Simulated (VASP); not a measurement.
CuO: single point with r2SCAN+D4

The system is CuO.

```
Cu O
1.0
     2.29404   -1.67637    0.00000
     2.29404    1.67637    0.00000
    -0.83268    0.00000    4.95462
Cu O
2 2
Direct
  0.50000 0.00000 0.50000
  0.00000 0.50000 0.00000
  0.41840 0.58160 0.75000
  0.58160 0.41840 0.25000
```

| Item | Value |
| --- | --- |
| Program | VASP 6.6.1 |
| Task | single point |
| Functional | r2SCAN |
| Dispersion | D4 |
| Potentials or basis | VASP PAW PBE potentials, release 64 (Cu, O) |
| Cutoff | 520 eV |
| k mesh | 10 × 10 × 5 |
| Occupations | fermi-dirac, width 0.05 eV |
| Spin | no spin polarisation |
| Dipole correction | no |
| Further INCAR settings | ALGO = Normal; EDIFF = 1e-06; NBANDS = 25 |

```
Pressure                   : 11.1 GPa
Largest force              : 0.019 eV/Å
Band gap on the k mesh     : zero (bands 17 and 18 overlap by 0.59 eV)
Dispersion energy per atom : -0.126 eV
```

Forces on the atoms (eV/Å):
```
Cu   0.000  0.000  0.000
Cu   0.000  0.000  0.000
O    0.000 -0.019  0.000
O    0.000  0.019  0.000
```

Stress tensor (GPa, compression positive):
```
11.38  0.00 -2.42
 0.00  9.50  0.00
-2.42  0.00 12.53
```

Levels at points of the mesh, in eV from the Fermi level:
```tsv
k point	band 13	band 14	band 15	band 16	band 17	band 18	band 19	band 20	band 21	band 22
(0.00, 0.00, 0.00)	-2.80	-2.63	-2.56	-2.02	0.19	1.03	2.29	6.62	9.12	14.33
(0.50, 0.00, 0.00)	-2.47	-1.95	-1.84	-1.70	0.03	0.25	5.28	7.12	7.78	12.16
(0.50, 0.50, 0.00)	-2.55	-2.50	-1.77	-1.50	-0.82	1.17	3.56	7.86	9.12	11.27
```

It took 9.1 min on 1 thread of Intel Xeon 8259CL, with other jobs on the host, peak memory 0.25 GiB.

Caveat: the cell stands under pressure; the PAW data sets were made with another functional, which shifts forces and pressure a little; semilocal functionals often make such compounds metallic where correlation or magnetic order opens a gap, which also shifts bond lengths. With open d or f shells a metallic result of r2SCAN can be an artefact of self-interaction; +U or a hybrid may open a gap.
